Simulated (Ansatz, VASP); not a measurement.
**CuRh5Au2: VASP beside Ansatz**

```
Cu Rh Au
1.0
    -3.88250    3.88199   -3.92913
     3.88265    3.88266    3.92964
     3.87677   -3.88251   -3.92391
Cu Rh Au
2 10 4
Direct
  0.25348 0.00198 0.75019
  0.74501 0.49700 0.74769
  0.48917 0.99700 0.49812
  0.25139 0.24768 0.48941
  0.49671 0.75506 0.74527
  0.74560 0.99751 0.24544
  0.50208 0.24988 0.25609
  0.73108 0.74411 0.48474
  0.25260 0.50735 0.25879
  0.00711 0.75553 0.25629
  0.74698 0.24493 0.00343
  0.26695 0.76178 0.01811
  0.99425 0.25073 0.74779
  0.00017 0.51448 0.51019
  0.99707 0.98681 0.98857
  0.50283 0.49247 0.98901
```

Alike in both runs: functional PBE; k mesh 3 × 3 × 3; occupations gaussian, width 0.1 eV; no spin polarisation.

Ansatz relaxed the structure, and its values are those at the end. VASP's run is a single point on that final structure, the one shown.

```csv
,VASP,Ansatz
version,VASP 6.6.1,Ansatz 0.2.0
potentials or method,"VASP PAW PBE potentials, release 64 (Cu, Rh_pv, Au), cutoff 520 eV","scalar-relativistic, plane waves, PAW"
valence electrons in the cell,216,284
```

Ansatz gave:

```
gap on the k mesh at the Fermi level (eV) : none
pressure (GPa)                            : 0.0
rms of the force components (eV/Å)        : 0.001
```

Problem. What did VASP give for the same quantities?

Solution. gap on the k mesh at the Fermi level (eV): none; pressure (GPa): -0.1; rms of the force components (eV/Å): 0.003.

A gap of «none» marks a metal or a gap that the smearing closes. VASP's potentials hold 216 valence electrons a cell and Ansatz's 284, so a difference there can come from the potentials and not from the codes.

The k mesh is coarse, so the values compare programs but aren't converged. Spin-orbit coupling is off throughout.
